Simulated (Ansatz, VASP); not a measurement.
**One calculation of SrCl2, two programs**

The input INCAR:

```
SYSTEM = SrCl2
PREC = Accurate
ENCUT = 520
EDIFF = 1E-6
ISMEAR = 0
SIGMA = 0.05
LREAL = .False.
LASPH = .True.
NELM = 100
ALGO = Normal
ISIF = 2
LWAVE = .False.
LCHARG = .False.
GGA = PS
NBANDS = 19
```

The input KPOINTS:

```
regular mesh
0
Gamma
  6 6 6
  0 0 0
```

Contents of POSCAR:

```
SrCl2
1.0
    0.0000000000      3.4855000000      3.4855000000
    3.4855000000      0.0000000000      3.4855000000
    3.4855000000      3.4855000000      0.0000000000
Sr Cl
1 2
Direct
    0.0217290367     -0.0372119798      0.0372119798
    0.2231467109      0.2959874989      0.2040125011
    0.7231467109      0.7959874989      0.7040125011
```

Input for Ansatz:

```yaml
crystal:
  lattice:
    - [0.0, 3.4855, 3.4855]
    - [3.4855, 0.0, 3.4855]
    - [3.4855, 3.4855, 0.0]
  atoms:
    - { symbol: Sr, position: [0.0217290367, -0.0372119798, 0.0372119798] }
    - { symbol: Cl, position: [0.2231467109, 0.2959874989, 0.2040125011] }
    - { symbol: Cl, position: [0.7231467109, 0.7959874989, 0.7040125011] }
basis:
  ecutwfc: 420
kpoints:
  mp_grid: { grid: [6, 6, 6] }
hamiltonian:
  xc: pbesol
scf:
  occupations: { method: gaussian, width: 0.05 }
output:
  forces: true
  stress: true
  eigenvalues: true
```

Change from the starting cell: mode 4 (130.3 1/cm) frozen in, largest displacement +0.263 Å.

Alike in both runs: task single point; functional PBEsol; k mesh 6 × 6 × 6; occupations gaussian, width 0.05 eV; no spin polarisation.

|  | VASP | Ansatz |
| --- | --- | --- |
| version | VASP 6.6.1 | Ansatz 0.2.0 |
| potentials or method | VASP PAW PBE potentials, release 64 (Sr_sv, Cl), cutoff 520 eV | scalar-relativistic, plane waves, PAW |
| valence electrons in the cell | 24 | 24 |

VASP gave:

| Property | Result |
| --- | --- |
| gap on the k mesh at the Fermi level (eV) | 5.01 |
| least direct gap on the mesh (eV) | 5.35 |
| pressure (GPa) | 1.9 |
| traceless stress, the component that is largest in VASP (GPa) | -1.27 |
| rms of the force components (eV/Å) | 0.591 |

Problem. Which values does Ansatz return?

Solution. gap on the k mesh at the Fermi level (eV): 5.01; least direct gap on the mesh (eV): 5.34; pressure (GPa): 1.7; traceless stress, the component that is largest in VASP (GPa): -1.24; rms of the force components (eV/Å): 0.575.

VASP's potentials were made for PBE, not for PBEsol. Atom by atom the forces differ by 0.016 eV/Å (rms over components).
